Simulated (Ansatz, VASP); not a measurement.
# Sn3Te in VASP and in Ansatz

The input POSCAR:

```
Sn3Te
1.0
    4.8978456013      0.0000000000      0.0000000000
    0.0000000000      4.8978456013      0.0000000000
    0.0000000000      0.0000000000      4.8978456013
Te Sn
1 3
Direct
    0.0000000000      0.0000000000      0.0000000000
    0.0000000000      0.5000000000      0.5000000000
    0.5000000000      0.0000000000      0.5000000000
    0.5000000000      0.5000000000      0.0000000000
```

The input INCAR.step1:

```
ALGO     = Normal         # electronic algorithm
EDIFF    = 1E-4           # SCF threshold, eV
ENCUT    = 520            # plane-wave cutoff, eV
GGA      = PE             # functional
ISMEAR   = -1             # smearing method
LASPH    = True           # aspherical terms in the spheres
LCHARG   = False          # write CHGCAR
LREAL    = False          # projectors in reciprocal space
LWAVE    = True           # write WAVECAR
NBANDS   = 32             # bands
NELM     = 100            # most SCF steps
PREC     = Accurate       # precision mode
SIGMA    = 0.05           # smearing width, eV
```

File INCAR.step2:

```
ALGO     = Normal         # electronic algorithm
EDIFF    = 1E-7           # SCF threshold, eV
ENCUT    = 520            # plane-wave cutoff, eV
ISIF     = 2              # what is computed and relaxed
ISMEAR   = -1             # smearing method
ISTART   = 1            
LASPH    = True           # aspherical terms in the spheres
LCHARG   = True           # write CHGCAR
LELF     = True           # ELF
LMIXTAU  = True         
LREAL    = False          # projectors in reciprocal space
LVHAR    = True         
LWAVE    = False          # write WAVECAR
METAGGA  = R2SCAN         # meta-GGA
NBANDS   = 32             # bands
NELM     = 100            # most SCF steps
PREC     = Accurate       # precision mode
SIGMA    = 0.05           # smearing width, eV
```

Contents of KPOINTS:

```
k-points
0
Gamma
  6 6 6
```

File input.yaml:

```yaml
crystal:
  lattice:
    - [4.8978456013, 0.0, 0.0]
    - [0.0, 4.8978456013, 0.0]
    - [0.0, 0.0, 4.8978456013]
  atoms:
    - { symbol: Te, position: [0.0, 0.0, 0.0] }
    - { symbol: Sn, position: [0.0, 0.5, 0.5] }
    - { symbol: Sn, position: [0.5, 0.0, 0.5] }
    - { symbol: Sn, position: [0.5, 0.5, 0.0] }
hamiltonian:
  xc: r2scan
  pseudopotentials: { kind: paw }
kpoints:
  mp_grid: { grid: [6, 6, 6] }
scf:
  occupations: { method: fermi_dirac, width: 0.05 }
output:
  forces: true
  stress: true
  eigenvalues: true
```

Alike in both runs: task single point; functional r2SCAN; k mesh 6 × 6 × 6; occupations fermi-dirac, width 0.05 eV; no spin polarisation.

|  | VASP | Ansatz |
| --- | --- | --- |
| version | VASP 6.6.1 | Ansatz 0.2.0 |
| potentials or method | VASP PAW PBE potentials, release 64 (Te, Sn_d) | Ansatz PAW |
| plane-wave cutoff (eV) | 520 | 500 |
| valence electrons in the cell | 48 | 58 |

Ansatz gave:

* gap on the k mesh at the Fermi level (eV): none
* pressure (GPa): -1.1

Task: What did VASP give for the same quantities?

Result: gap on the k mesh at the Fermi level (eV): none; pressure (GPa): -1.2.

VASP's potentials were made for PBE, not for r2SCAN. A gap of «none» marks a metal or a gap that the smearing closes. VASP's potentials hold 48 valence electrons a cell and Ansatz's 58, so a difference there can come from the potentials and not from the codes.

Neither program's run includes spin-orbit coupling.
